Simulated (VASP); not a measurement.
A run of VASP 6.6.1:

The input INCAR:

```
SYSTEM = Mo2C3
ALGO = Fast
EDIFF = 1E-6
EDIFFG = -0.01
ENCUT = 600
GGA = PE
IBRION = 2
ISIF = 3
ISMEAR = 0
LASPH = .True.
LCHARG = .False.
LREAL = .False.
LWAVE = .False.
NELM = 60
NSW = 100
PREC = Accurate
SIGMA = 0.1
```

The input KPOINTS:

```
k-points
0
Gamma
  10 10 8
  0 0 0
```

File POSCAR:

```
Mo2C3
1.0
    3.6138565015      0.0000000000      0.0000000000
    0.0000000000      3.6138565015      0.0000000000
    0.0000000000      0.0000000000      5.4446152082
Mo C
2 3
Direct
    0.5000000000      0.0000000000      0.5000000000
    0.0000000000      0.5000000000      0.5000000000
    0.0000000000      0.0000000000      0.2414441903
    0.0000000000      0.0000000000      0.7585558097
    0.0000000000      0.0000000000      0.0000000000
```

Potentials or basis: VASP PAW PBE potentials, release 64 (Mo_sv, C).

The run is started by

```console
$ cat potpaw_PBE.64/Mo_sv/POTCAR potpaw_PBE.64/C/POTCAR > POTCAR
$ mpirun -np 1 vasp_std > vasp.out
```

Hardware: 1 thread of Oxide Virtual Turin-like Processor, on a shared host.

Problem. Estimate the wall time of this run.

Solution. Wall time 26 min on 1 thread of Oxide Virtual Turin-like Processor (shared host), peak memory 0.31 GiB. Counts: scf iterations 68, k points 105, ion steps 11.
